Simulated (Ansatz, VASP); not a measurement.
# CO: VASP beside Ansatz

```
CELL_PARAMETERS angstrom
5.96381 0.00000 0.00000
0.00000 5.96381 0.00000
0.00000 0.00000 5.96381
ATOMIC_POSITIONS crystal
C 0.95916 0.95916 0.95916
C 0.54084 0.04084 0.45916
C 0.45916 0.54084 0.04084
C 0.04084 0.45916 0.54084
O 0.06982 0.06982 0.06982
O 0.43018 0.93018 0.56982
O 0.56982 0.43018 0.93018
O 0.93018 0.56982 0.43018
```

Alike in both runs: task relaxation of cell and atoms; functional PBE; dispersion D3(BJ); k mesh 4 × 4 × 4; no spin polarisation.

|  | VASP | Ansatz |
| --- | --- | --- |
| version | VASP 6.6.1 | Ansatz 0.2.0 |
| potentials or method | VASP PAW PBE potentials, release 64 (C, O), cutoff 600 eV | scalar-relativistic, plane waves, PAW |
| occupations | gaussian, width 0.01 eV | fixed |
| valence electrons in the cell | 40 | 40 |

|  | VASP | Ansatz | Ansatz less VASP |
| --- | --- | --- | --- |
| gap on the k mesh at the Fermi level, each at its own relaxed structure (eV) | 5.86 | 6.01 | +0.150 |
| relaxed volume (Å³/atom) | 20.98 | 22.38 | +1.404 |
| relaxed length of the cell vector where the two differ most in proportion (Å) | 5.516 | 5.636 | +0.1204 |

One of these differences is far larger than is usual between the two programs; its cause wasn't traced.

Noted on VASP's run: the standard files for N, O and F lose accuracy on very short bonds; the volume moved by over 15 % at a fixed basis, so the end points are rough.
